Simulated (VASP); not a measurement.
# Pb (R-3m) in VASP: relaxation of cell and atoms with PBEsol

Aim: the relaxation of cell and atoms of Pb with PBEsol.

All numbers are computed with VASP 6.6.1; they aren't measurements. Logs are shortened: lines on timing, memory, paths and dates and some standing lists are left out, and cuts for length are marked.

### 1 The cell of the first run

The structure is trigonal, space group R-3m (No. 166). The conventional cell has a = 4.844 Å, b = 4.844 Å, c = 4.724 Å, α = 90.00°, β = 90.00°, γ = 120.00°. Pb (site symmetry -3m) has 6 Pb at 3.21 Å within 4.2 Å.

### 2 Relaxation of cell and atoms, PBEsol

The input, INCAR:

```
SYSTEM = Pb
PREC = Accurate ; ENCUT = 600
EDIFF = 1E-6 ; ISMEAR = 0
SIGMA = 0.1 ; LREAL = .FALSE.
LASPH = .TRUE. ; NELM = 100
ALGO = Normal ; ISIF = 3
LWAVE = .FALSE. ; LCHARG = .FALSE.
GGA = PS ; IBRION = 2
NSW = 100 ; EDIFFG = -0.01
```

The input, KPOINTS:

```
regular mesh
0
G
  18 18 18
  0 0 0
```

The input, POSCAR:

```
Pb
1.0
    2.4220507281      1.3983716399      1.5746818505
   -2.4220507281      1.3983716399      1.5746818505
    0.0000000000     -2.7967432798      1.5746818505
Pb
1
Direct
    0.5000000000      0.5000000000      0.5000000000
```

Potentials or basis: VASP PAW PBE potentials, release 64 (Pb_d).

The run is started by

```sh
$ cat potpaw_PBE.64/Pb_d/POTCAR > POTCAR
$ mpirun -np 1 vasp_std > vasp.out
```

OUTCAR:

```text
SYSTEM = Pb
   PREC = Accurate
   ENCUT = 600
   EDIFF = 1E-6
   ISMEAR = 0
   LREAL = .FALSE.
   LASPH = .TRUE.
   NELM = 100
   ISIF = 3
   GGA = PS
   IBRION = 2
   NSW = 100
   EDIFFG = -0.01

 ion  position               nearest neighbor table
   1  0.500  0.500  0.500-

  LATTYP: Found a trigonal (rhomboedric) cell.
 ALAT       =     3.2095787735
 COS(alpha) =    -0.1389387972

  Lattice vectors:

 A1 = (   2.4220507281,   1.3983716399,   1.5746818505)
 A2 = (  -2.4220507281,   1.3983716399,   1.5746818505)
 A3 = (   0.0000000000,  -2.7967432798,   1.5746818505)

Analysis of symmetry for initial positions (statically):
=====================================================================
 Subroutine PRICEL returns:
 Original cell was already a primitive cell.

 Routine SETGRP: Setting up the symmetry group for a
 trigonal (rhombohedral) supercell.

 Subroutine GETGRP returns: Found 12 space group operations
 (whereof 12 operations were pure point group operations)
 out of a pool of 12 trial point group operations.

The static configuration has the point symmetry D_3d.

Analysis of symmetry for dynamics (positions and initial velocities):
=====================================================================
 Subroutine PRICEL returns:
 Original cell was already a primitive cell.

 Routine SETGRP: Setting up the symmetry group for a
 trigonal (rhombohedral) supercell.

 Subroutine GETGRP returns: Found 12 space group operations
 (whereof 12 operations were pure point group operations)
 out of a pool of 12 trial point group operations.

The dynamic configuration has the point symmetry D_3d.

 Subroutine INISYM returns: Found 12 space group operations
 (whereof 12 operations are pure point group operations),
 and found     1 'primitive' translations

----------------------------------------------------------------------------------------

                                     Primitive cell

  volume of cell :      32.0000

  direct lattice vectors                    reciprocal lattice vectors
     2.422050728  1.398371640  1.574681850     0.206436634  0.119186246  0.211682972
    -2.422050728  1.398371640  1.574681850    -0.206436634  0.119186246  0.211682972
     0.000000000 -2.796743280  1.574681850     0.000000000 -0.238372493  0.211682972

  length of vectors
     3.209578773  3.209578773  3.209578774     0.318796370  0.318796370  0.318796370

  position of ions in fractional coordinates (direct lattice)
     0.500000000  0.500000000  0.500000000

  ion indices of the primitive-cell ions
   primitive index   ion index
                 1           1

----------------------------------------------------------------------------------------

 KPOINTS: regular mesh

Automatic generation of k-mesh.
 Grid dimensions read from file:
 generate k-points for:   18   18   18

 Generating k-lattice:

  Cartesian coordinates                     Fractional coordinates (reciprocal lattice)
     0.011468702  0.006621458  0.011760165     0.055555556 -0.000000000  0.000000000
    -0.011468702  0.006621458  0.011760165    -0.000000000  0.055555556  0.000000000
     0.000000000 -0.013242916  0.011760165     0.000000000  0.000000000  0.055555556

  Length of vectors
     0.017710909  0.017710909  0.017710909

  Shift w.r.t. Gamma in fractional coordinates (k-lattice)
     0.000000000  0.000000000  0.000000000

 Subroutine IBZKPT returns following result:
 ===========================================

 Found    580 irreducible k-points:

 Following reciprocal coordinates:
            Coordinates               Weight
  0.000000  0.000000  0.000000      1.000000
  0.055556  0.000000  0.000000      6.000000
  0.111111  0.000000  0.000000      6.000000
  0.166667 -0.000000  0.000000      6.000000
  0.222222 -0.000000  0.000000      6.000000
  0.277778 -0.000000  0.000000      6.000000
[... 16 lines left out ...]
 -0.277778  0.055556  0.000000     12.000000
 -0.222222  0.055556  0.000000     12.000000
 [... further k-points ...]
   k-points           NKPTS =    580   k-points in BZ     NKDIM =    580   number of bands    NBANDS=     11
   number of dos      NEDOS =    301   number of ions     NIONS =      1
   total plane-waves  NPLWV =  21952
   dimension x,y,z NGX =    28 NGY =   28 NGZ =   28
   dimension x,y,z NGXF=    56 NGYF=   56 NGZF=   56
   ions per type =               1
   NGX,Y,Z   is equivalent  to a cutoff of  14.50, 14.50, 14.50 a.u.
   NGXF,Y,Z  is equivalent  to a cutoff of  29.01, 29.01, 29.01 a.u.
 SYSTEM =  Pb
   PREC   = accura    normal or accurate (medium, high low for compatibility)
   ISTART =      0    job   : 0-new  1-cont  2-samecut
   ICHARG =      2    charge: 1-file 2-atom 10-const
   ISPIN  =      1    spin polarized calculation?
   LNONCOLLINEAR =      F non collinear calculations
   LSORBIT =      F    spin-orbit coupling
   LASPH  =      T    aspherical Exc in radial PAW
   ENCUT  =  600.0 eV  44.10 Ry    6.64 a.u.   6.41  6.41  6.41*2*pi/ulx,y,z
   NELM   =    100;   NELMIN=  2; NELMDL= -5     # of ELM steps
   EDIFF  = 0.1E-05   stopping-criterion for ELM
   LREAL  =      F    real-space projection
   EDIFFG = -.1E-01   stopping-criterion for IOM
   NSW    =    100    number of steps for IOM
   IBRION =      2    ionic relax: 0-MD 1-quasi-New 2-CG
   NFREE  =      1    steps in history (QN), initial steepest desc. (CG)
   ISIF   =      3    stress and relaxation
   ISYM   =      2    0-nonsym 1-usesym 2-fastsym
   POTIM  = 0.5000    time-step for ionic-motion
   TEBEG  =    0.0;   TEEND  =   0.0 temperature during run
   PSTRESS=    0.0 pullay stress
   NELECT =      14.0000    total number of electrons
   NUPDOWN=      -1.0000    fix difference up-down
   EMIN   =  10.00;   EMAX   =-10.00  energy-range for DOS
   EFERMI =   0.00;   METHOD = LEGACY
   ISMEAR =     0;   SIGMA  =   0.10  broadening in eV -4-tet -1-fermi 0-gaus
   EFERMI_NEDOS =   21; number of points for ismear=-14 and -15
   IALGO  =     38    algorithm
   IMIX   =      4    mixing-type and parameters
     AMIX     =   0.40;   BMIX     =  1.00
     AMIX_MAG =   1.60;   BMIX_MAG =  1.00
  volume/ion in A,a.u.               =      32.00       215.95
  Fermi-wavevector in a.u.,A,eV,Ry     =   1.242799  2.348549 21.014867  1.544549
  Thomas-Fermi vector in A             =   2.377138
   LORBIT       =      0    0 simple, 1 ext, 2 COOP (PROOUT), +10 PAW based schemes
   GGA     = PS    functional components
   LHFCALC =     F    Hartree Fock is set to
   AEXX    =    0.0000 exact exchange contribution
   IVDW    =     0    specifies the selected vdW correction
   LEPSILON=     F    determine dielectric tensor
   LRPA    =     F    only Hartree local field effects (RPA)
 conjugate gradient relaxation of ions
 non-spin polarized calculation
 Gauss-broadening in eV      SIGMA  =   0.10
  energy-cutoff  :      600.00
  volume of cell :       32.00
 maximum number of plane-waves:      1117
 NGX is ok and might be reduce to    28
   NGX = 13   NGY = 13   NGZ = 13

--------------------------------------- Ionic step        1  -------------------------------------------

 number of electron      13.9999997 magnetization

 Free energy of the ion-electron system (eV)
  ---------------------------------------------------
  ext. energy  EPLUGINS =         0.00000000
  ---------------------------------------------------
  free energy    TOTEN  =        -3.79994190 eV

  energy without entropy =       -3.79687947  energy(sigma->0) =       -3.79841068

------------------------ aborting loop because EDIFF is reached ----------------------------------------

  FORCE on cell =-STRESS in cart. coord.  units (eV):
  Direction    XX          YY          ZZ          XY          YZ          ZX
  --------------------------------------------------------------------------------------
  -------------------------------------------------------------------------------------
  Total       -0.0203142     -0.0203142      0.0111214      0.0000000     -0.0000000      0.0000000
  in kB       -1.0170905     -1.0170905      0.5568251      0.0000000     -0.0000000      0.0000000
  external PRESSURE =      -0.4924519 kB  Pullay stress =       0.0000000 kB
[... 86 lines left out ...]
  FREE ENERGIE OF THE ION-ELECTRON SYSTEM (eV)
  ---------------------------------------------------
  free  energy   TOTEN  =        -3.7999954369 eV

  energy  without entropy=       -3.7969838777  energy(sigma->0) =       -3.79848966

 E-fermi :  17.0971     XC(G=0): -13.3856

 val. band max:       17.0964345635   @ k =  -0.2778  -0.2778   0.1111
 cond. band min:      17.0989860919   @ k =  -0.1667   0.0556   0.0556
 fundamental gap:      0.0025515283
 Fermi energy:        17.0971296513

 k-point     1 :       0.0000    0.0000    0.0000
  band No.  band energies     occupation
      1      -6.1997      2.00000
      2      -4.1960      2.00000
      3      -4.1960      2.00000
      4      -1.2214      2.00000
      5      -1.2214      2.00000
      6      -0.8452      2.00000
      7      14.0555      2.00000
      8      21.3243      0.00000
      9      36.4124      0.00000
     10      40.1329      0.00000
     11      41.6691      0.00000
[... 309 lines left out ...]
 k-point    24 :      -0.2222    0.0556    0.0000
  band No.  band energies     occupation
      1      -5.5203      2.00000
      2      -3.5132      2.00000
      3      -2.7390      2.00000
      4      -2.3072      2.00000
      5      -1.5635      2.00000
      6       0.9927      2.00000
      7      17.4749      0.00000
      8      22.7113      0.00000
      9      24.2124      0.00000
     10      29.3600      0.00000
     11      30.5017      0.00000

 [... further k-points ...]

[... ionic steps 4 to 29 ...]

--------------------------------------- Ionic step       30  -------------------------------------------

 number of electron      14.0000001 magnetization

------------------------ aborting loop because EDIFF is reached ----------------------------------------
[... 65 lines left out ...]
--------------------------------------- Ionic step       32  -------------------------------------------

 number of electron      14.0000002 magnetization

 Free energy of the ion-electron system (eV)
  ---------------------------------------------------
  ext. energy  EPLUGINS =         0.00000000
  ---------------------------------------------------
  free energy    TOTEN  =        -3.96298966 eV

  energy without entropy =       -3.96082453  energy(sigma->0) =       -3.96190709

 E-fermi :   7.3609     XC(G=0): -10.4425

 val. band max:        7.3571844893   @ k =   0.3333   0.3333   0.0000
 cond. band min:       7.3803900088   @ k =  -0.2222   0.3333   0.0556
 fundamental gap:      0.0232055195
 Fermi energy:         7.3609458440

 k-point     1 :       0.0000    0.0000    0.0000
  band No.  band energies     occupation
      1      -9.6989      2.00000
      2      -9.6989      2.00000
      3      -9.6091      2.00000
      4      -9.4987      2.00000
      5      -9.4987      2.00000
      6      -4.5859      2.00000
      7      14.4045      0.00000
      8      14.4045      0.00000
      9      15.4481      0.00000
     10      17.7723      0.00000
     11      18.4698      0.00000
[... 309 lines left out ...]
 k-point    24 :      -0.2222    0.0556    0.0000
  band No.  band energies     occupation
      1      -9.6882      2.00000
      2      -9.6744      2.00000
      3      -9.5727      2.00000
      4      -9.4840      2.00000
      5      -9.4564      2.00000
      6      -3.4495      2.00000
      7       8.1957      0.00000
      8      12.6273      0.00000
      9      14.5948      0.00000
     10      17.4867      0.00000
     11      18.7927      0.00000

 [... further k-points ...]
[... 5 lines left out ...]
  --------------------------------------------------------------------------------------
  -------------------------------------------------------------------------------------
  Total       -0.0080590     -0.0080590      0.0081884      0.0000000      0.0000000      0.0000000
  in kB       -0.4351351     -0.4351351      0.4421257      0.0000000      0.0000000      0.0000000
  external PRESSURE =      -0.1427148 kB  Pullay stress =       0.0000000 kB
[... 16 lines left out ...]
  FREE ENERGIE OF THE ION-ELECTRON SYSTEM (eV)
  ---------------------------------------------------
  free  energy   TOTEN  =        -3.9629896610 eV

  energy  without entropy=       -3.9608245289  energy(sigma->0) =       -3.96190709

 reached required accuracy - stopping structural energy minimisation
```

Run time: 24 min. Hardware: 1 thread of Intel Xeon 6975P-C (Granite Rapids), shared host; peak memory 0.45 GiB.

What came out:

* Free energy: -3.9630 eV
* Relaxed volume: 29.67 Å³/atom
* Relaxed cell: a = 3.397 Å, b = 3.397 Å, c = 3.397 Å, α = 63.18°, β = 63.18°, γ = 63.18°
* Space group after relaxing (to 0.05 Å): R-3m (No. 166)
* Energy gained by relaxing: 163.0 meV/atom
* Ionic steps: 32
* Pressure after relaxing: 0.0 GPa
* Band gap on the k mesh: zero (band 7 reaches 14.40 eV, above the bottom of band 8 at 5.66 eV)

The path:
| step | energy change (eV) | largest force (eV/Å) | pressure (GPa) | volume (Å³) |
| --- | --- | --- | --- | --- |
| 1 | 0.0000 | 0.0000 | -0.05 | 32.00 |
| 2 | 0.0000 | 0.0000 | 0.01 | 31.95 |
| 3 | -0.0001 | 0.0000 | 0.11 | 31.87 |
| 4 | -0.0001 | 0.0000 | 0.13 | 31.88 |
| 5 | -0.0001 | 0.0000 | 0.15 | 31.88 |
| 6 | -0.0003 | 0.0000 | 0.14 | 31.89 |
| 7 | -0.0006 | 0.0000 | 0.16 | 31.91 |
| 8 | -0.0014 | 0.0000 | 0.18 | 31.93 |
| 9 | -0.0027 | 0.0000 | 0.28 | 31.94 |
| 10 | -0.0020 | 0.0000 | 0.56 | 31.81 |
| 11 | -0.0088 | 0.0000 | 1.62 | 31.02 |
| 12 | -0.0620 | 0.0000 | 6.24 | 27.63 |
| 13 | 7.8794 | 0.0000 | 185.65 | 16.54 |
| 14 | -0.0683 | 0.0000 | 6.73 | 27.34 |
| 15 | 0.0832 | 0.0000 | 16.00 | 24.27 |
| 16 | -0.0437 | 0.0000 | 10.91 | 25.58 |
| 17 | -0.0147 | 0.0000 | 12.33 | 25.16 |
| 18 | 0.0085 | 0.0000 | 13.32 | 24.90 |
| 19 | -0.0034 | 0.0000 | 12.64 | 25.05 |
| 20 | -0.0360 | 0.0000 | 10.72 | 25.49 |
| 21 | -0.0870 | 0.0000 | 7.29 | 26.40 |
| 22 | -0.1397 | 0.0000 | 1.78 | 28.27 |
| 23 | -0.1444 | 0.0000 | -0.02 | 29.01 |
| 24 | -0.1444 | 0.0000 | -0.19 | 29.10 |
| 25 | -0.1475 | 0.0000 | -0.08 | 29.13 |
| 26 | -0.1549 | 0.0000 | 0.09 | 29.21 |
| 27 | -0.1624 | 0.0000 | 0.41 | 29.37 |
| 28 | -0.1627 | 0.0000 | 0.55 | 29.41 |
| 29 | -0.1627 | 0.0000 | 0.47 | 29.41 |
| 30 | -0.1630 | 0.0000 | 0.24 | 29.55 |
| 31 | -0.1628 | 0.0000 | -0.33 | 29.86 |
| 32 | -0.1630 | 0.0000 | -0.01 | 29.67 |

Final structure:
```
Pb
1.0
     1.77955    1.02742    2.70493
    -1.77955    1.02742    2.70493
     0.00000   -2.05484    2.70493
Pb
1
Direct
  0.50000 0.50000 0.50000
```

Caveat: the PAW data sets were made with another functional, which shifts forces and pressure a little; spin-orbit coupling is left out, which moves the levels of the heavy elements.
